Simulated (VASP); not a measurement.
Crystal: HfN.

```
Hf N
1.0
     0.00000    2.48713    2.48713
     2.48713    0.00000    2.48713
     2.48713    2.48713    0.00000
Hf N
1 1
Cartesian
  0.0000 0.0000 0.0000
  1.2436 1.2436 1.2436
```

Base run:

* Program: VASP 6.6.1
* Functional: r2SCAN
* Potentials or basis: VASP PAW PBE potentials, release 64 (Hf_pv, N)
* Cutoff: 520 eV
* k mesh: 9 × 9 × 9
* Occupations: fermi-dirac, width 0.05 eV
* Spin: no spin polarisation

Its results: pressure -10.6 GPa.

**Question.** After a change of settings the same cell gave: pressure -7.3 GPa. Which change was it?
A. further incar settings from ALGO = Normal; EDIFF = 1e-07; NBANDS = 14 to ALGO = Normal; EDIFF = 1e-06; NBANDS = 14
B. functional from r2SCAN to PBEsol; further incar settings from ALGO = Normal; EDIFF = 1e-07; NBANDS = 14 to ALGO = Normal; EDIFF = 1e-06; NBANDS = 14
C. functional from r2SCAN to PBE

**Answer.** C.

Caveats: the PAW data sets were made with another functional, which shifts forces and pressure a little (some runs).
